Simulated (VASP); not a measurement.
Crystal: AlN.

```xyz
4
Lattice="3.1130 0.0000 0.0000 -1.5565 2.6959 0.0000 0.0000 0.0000 4.9810" Properties=species:S:1:pos:R:3 pbc="T T T"
Al    0.0000    1.7973   -0.0049
Al    1.5565    0.8986    2.4856
N     0.0000    1.7973    1.8977
N     1.5565    0.8986    4.3882
```

Program: VASP 6.6.1. Alike in all runs: no spin polarisation; cell as given; k mesh 11 × 11 × 6; cutoff (eV) 520; smearing fermi-dirac 0.02 eV.

Question: Order these runs on this cell by their pressure, lowest first.
A. level PBE; potentials or basis VASP PAW PBE potentials, release 64 (Al, N)
B. level LDA; potentials or basis VASP PAW LDA potentials, release 64 (Al, N)
C. level r2SCAN; potentials or basis VASP PAW PBE potentials, release 64 (Al, N)

Answer: B (-4.1 GPa), C (-1.4 GPa), A (3.4 GPa).

Caveats: the PAW data sets were made with another functional, which shifts forces and pressure a little (some runs).
